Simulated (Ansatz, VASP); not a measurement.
## One calculation of Pt, two programs

Contents of INCAR:

```
SYSTEM = Pt
  PREC = Accurate
  ENCUT = 600
  EDIFF = 1E-7
  ISMEAR = -1
  SIGMA = 0.1
  LREAL = .FALSE.
  LASPH = .TRUE.
  NELM = 80
  ALGO = Normal
  ISIF = 3
  LWAVE = .FALSE.
  LCHARG = .FALSE.
  GGA = PE
  IBRION = 2
  NSW = 80
  EDIFFG = -0.01
```

KPOINTS

```
regular mesh
0
G
  14 14 14
  0 0 0
```

Contents of POSCAR:

```
Pt
1.0
   -1.5568832667      1.5568832667      1.5568832667
    1.5568832667     -1.5568832667      1.5568832667
    1.5568832667      1.5568832667     -1.5568832667
Pt
1
Direct
    0.0000000000      0.0000000000      0.0000000000
```

Input for Ansatz:

```yaml
crystal:
  lattice:
    - [-1.5568832667, 1.5568832667, 1.5568832667]
    - [1.5568832667, -1.5568832667, 1.5568832667]
    - [1.5568832667, 1.5568832667, -1.5568832667]
  atoms:
    - { symbol: Pt, position: [0.0, 0.0, 0.0] }
hamiltonian:
  xc: pbe
  pseudopotentials:
    kind: paw
    azcp:
      Pt: "pseudopotentials/Pt.paw.azcp"
basis:
  ecutwfc: 420
  fft_grid_basis: typed
kpoints:
  mp_grid: { grid: [14, 14, 14], shift: [0, 0, 0] }
magnetization:
  spin_polarized: false
scf:
  occupations: { method: fermi_dirac, width: 0.1 }
relax:
  max_steps: 60
  f_tol: 0.01
  cell: {}
output:
  write_density: true
  write_potential: true
  elf: true
  volumetric_format: npy
```

Alike in both runs: task relaxation of cell and atoms; functional PBE; k mesh 14 × 14 × 14; occupations fermi-dirac, width 0.1 eV; no spin polarisation.

```csv
,VASP,Ansatz
version,VASP 6.6.1,Ansatz 0.2.0
potentials or method,"VASP PAW PBE potentials, release 64 (Pt), cutoff 600 eV","plane waves (420 eV) with PAW, scalar-relativistic"
valence electrons in the cell,10,18
```

|  | VASP | Ansatz | Ansatz less VASP |
| --- | --- | --- | --- |
| relaxed volume (Å³/atom) | 15.83 | 15.85 | +0.023 |
| relaxed cell length with the largest relative difference (Å) | 2.740 | 2.741 | +0.0013 |

VASP's potentials hold 10 valence electrons a cell and Ansatz's 18, so a difference there can come from the potentials and not from the codes.

Spin-orbit coupling is off throughout.
